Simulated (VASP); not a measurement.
Li2ICl: single point with HSE06

Crystal: Li2ICl.

```
Cl Li I
1.0
     3.85187    0.00000    0.00000
     0.00000    3.85187    0.00000
     0.00000    0.00000    5.57452
Cl Li I
1 2 1
Direct
  0.00000 0.00000 0.00000
  0.00000 0.00000 0.50000
  0.50000 0.50000 0.00000
  0.50000 0.50000 0.50000
```

This cell differs from its parent crystal: biaxial xy strain -4.2%.

```
Program                            : VASP 6.6.1
Task                               : single point
Functional                         : HSE06
Potentials or basis                : VASP PAW PBE potentials, release 64 (Cl, Li_sv, I)
Cutoff                             : 520 eV
k mesh                             : 4 × 4 × 4
Occupations                        : gaussian, width 0.01 eV
Spin                               : no spin polarisation
Dipole correction                  : no
Grid for exact exchange (PRECFOCK) : Normal
Further INCAR settings             : ALGO = Normal; EDIFF = 1e-06; NBANDS = 18
Screening parameter                : 0.2079 1/Å
```

```yaml
Band_gap_on_the_k_mesh: 5.40 eV, direct
```

Levels at points of the mesh, in eV from the valence-band top:
```csv
k point,band 8,band 9,band 10,band 11,band 12,band 13
"(0.00, 0.00, 0.00)",-0.65,-0.38,-0.38,5.83,6.72,6.90
"(0.50, 0.00, 0.00)",-2.04,-1.65,-0.04,7.11,7.63,8.14
"(0.50, 0.50, 0.00)",-2.15,-2.15,-1.48,5.86,7.02,7.02
"(0.00, 0.00, 0.50)",-1.90,-0.70,-0.70,7.40,7.42,8.18
"(0.50, 0.00, 0.50)",-1.33,-0.73,0.00,5.40,6.70,7.67
"(0.50, 0.50, 0.50)",-3.16,-2.32,-1.47,7.14,8.55,8.55
```

Wall time 7.9 min on 1 thread of Intel(R) Xeon(R) 6975P-C (Granite Rapids), with other jobs on the host, peak memory 0.33 GiB.

Caveat: the cell differs from its parent crystal (biaxial xy strain -4.2%); spin-orbit coupling is left out, which moves the levels of the heavy elements. A k mesh can miss the band edges.
